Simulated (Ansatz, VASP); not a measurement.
## Hg in VASP and in Ansatz

INCAR

```
ALGO = Normal
EDIFF = 1E-7
EDIFFG = -0.005
ENCUT = 600
GGA = PE
IBRION = 2
ISIF = 3
ISMEAR = 0
IVDW = 12
LASPH = True
LCHARG = False
LREAL = False
LWAVE = False
NELM = 60
NSW = 70
PREC = Accurate
SIGMA = 0.1
```

KPOINTS

```
k-points
0
Gamma
  12 12 12
```

POSCAR

```
Hg
1.0
    2.1071215123      1.2165471723      1.9192242354
   -2.1071215123      1.2165471723      1.9192242354
    0.0000000000     -2.4330943447      1.9192242354
Hg
1
Direct
    0.0000000000      0.0000000000      0.0000000000
```

Input for Ansatz:

```yaml
crystal:
  lattice:
    - [2.1071215123, 1.2165471723, 1.9192242354]
    - [-2.1071215123, 1.2165471723, 1.9192242354]
    - [0.0, -2.4330943447, 1.9192242354]
  atoms:
    - { symbol: Hg, position: [0.0, 0.0, 0.0] }
basis:
  ecutwfc: 420
kpoints:
  mp_grid: { grid: [12, 12, 12] }
hamiltonian:
  xc: pbe
  dispersion: d3bj
scf:
  occupations: { method: gaussian, width: 0.1 }
output:
  forces: true
  stress: true
  eigenvalues: true
relax:
  adjacent_minimum: "off"
  f_tol: 0.005
  max_steps: 50
  cell: { stress_tol: 0.05 }
```

Alike in both runs: task relaxation of cell and atoms; functional PBE; dispersion D3(BJ); k mesh 12 × 12 × 12; occupations gaussian, width 0.1 eV; no spin polarisation.

|  | VASP | Ansatz |
| --- | --- | --- |
| version | VASP 6.6.1 | Ansatz 0.2.0 |
| potentials or method | VASP PAW PBE potentials, release 64 (Hg), cutoff 600 eV | scalar-relativistic, plane waves, PAW |
| valence electrons in the cell | 12 | 20 |

VASP gave:

* gap on the k mesh at the Fermi level, each at its own relaxed structure (eV): none
* relaxed volume (Å³/atom): 25.37
* relaxed length of the cell vector where the two differ most in proportion (Å): 3.073

Problem. Which values does Ansatz return?

Solution. gap on the k mesh at the Fermi level, each at its own relaxed structure (eV): none; relaxed volume (Å³/atom): 25.08; relaxed length of the cell vector where the two differ most in proportion (Å): 3.063.

A gap of «none» marks a metal or a gap that the smearing closes. VASP's potentials hold 12 valence electrons a cell and Ansatz's 20, so a difference there can come from the potentials and not from the codes.

Neither program's run includes spin-orbit coupling.
